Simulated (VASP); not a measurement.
## Yb: single point with PBEsol

The system is Yb.

```
Yb
1.0
    -2.10756    2.10756    2.10756
     2.10756   -2.10756    2.10756
     2.10756    2.10756   -2.10756
Yb
1
Direct
  0.00000 0.00000 0.00000
```

- Program: VASP 6.6.1
- Task: single point
- Functional: PBEsol
- Potentials or basis: VASP PAW PBE potentials, release 64 (Yb)
- Cutoff: 520 eV
- k mesh: 9 × 9 × 9
- Occupations: fermi-dirac, width 0.05 eV
- Spin: collinear spin, ferromagnetic start
- Starting moments: [1.0] μB
- Dipole correction: no
- Further INCAR settings: ALGO = Normal; EDIFF = 1e-07; NBANDS = 22

```yaml
Pressure: -3.2 GPa
Band_gap_on_the_k_mesh: zero (filled and empty bands overlap)
Net_moment: 0.00 μB per cell
Valence_electrons_inside_the_program's_atomic_spheres: Yb 22.07
```

Levels at points of the mesh, in eV from the Fermi level:
Spin up:
| k point | band 9 | band 10 | band 11 | band 12 | band 13 | band 14 | band 15 | band 16 |
| --- | --- | --- | --- | --- | --- | --- | --- | --- |
| (0.00, 0.00, 0.00) | -0.30 | -0.30 | -0.30 | -0.28 | 2.84 | 2.84 | 2.84 | 4.69 |
Spin down:
```tsv
k point	band 10	band 11	band 12	band 13	band 14	band 15
(0.00, 0.00, 0.00)	-0.30	-0.30	-0.27	2.84	2.84	2.84
```

Run time: 8.8 min on 1 thread of Intel(R) Xeon(R) Platinum 8259CL CPU @ 2.50GHz (Skylake/Cascade Lake), with other jobs on the host, peak memory 0.22 GiB.

Caveat: the PAW data sets were made with another functional, which shifts forces and pressure a little; spin-orbit coupling is left out, which moves the levels of the heavy elements. The state reached can hang on the start; a lower one may exist.
